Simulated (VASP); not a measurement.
CaHg2Ge2, 5 atoms in the cell. Symmetry: I4/mmm, No. 139, tetragonal system. Conventional cell: a = 4.516 Å, b = 4.516 Å, c = 11.638 Å, α = 90.00°, β = 90.00°, γ = 90.00°. Within 3.5 Å of Ge (site symmetry 4mm) lie 1 Ge at 2.65 Å and 4 Hg at 2.76 Å and 4 Ca at 3.46 Å. Ca (site symmetry 4/mmm) has 10 Ge at 3.46 to 4.49 Å and 8 Hg at 3.68 Å and 4 Ca at 4.52 Å within 4.6 Å. Hg (site symmetry -4m2) has 4 Ge at 2.76 Å and 4 Hg at 3.19 Å and 4 Ca at 3.68 Å within 3.7 Å. 

| Item | Value |
| --- | --- |
| Program | VASP 6.6.1 |
| Task | single point |
| Functional | r2SCAN |
| Potentials or basis | VASP PAW PBE potentials, release 64 (Ge_d, Ca_sv, Hg) |
| Cutoff | 520 eV |
| k mesh | 6 × 6 × 6 |
| Occupations | gaussian, width 0.0164 eV |
| Spin | no spin polarisation |
| Dipole correction | no |
| Further INCAR settings | ALGO = Normal; EDIFF = 1e-06; NBANDS = 39 |

Potentials or basis: VASP PAW PBE potentials, release 64 (Ge_d, Ca_sv, Hg).

Launch:

```bash
$ cat potpaw_PBE.64/Ge_d/POTCAR potpaw_PBE.64/Ca_sv/POTCAR potpaw_PBE.64/Hg/POTCAR > POTCAR
$ cp INCAR.step1 INCAR
$ mpirun -np 1 vasp_std > vasp.out
$ cp INCAR.step2 INCAR
$ mpirun -np 1 vasp_std > vasp.out
```

Hardware: 1 thread of Intel(R) Xeon(R) Platinum 8375C CPU @ 2.90GHz (Ice Lake), with other jobs on the host.

**Question.** How long does it take, and how much memory?

**Answer.** Wall time 5.5 min on 1 thread of Intel(R) Xeon(R) Platinum 8375C CPU @ 2.90GHz (Ice Lake) (shared host), peak memory 0.34 GiB. Counts: k points 30.
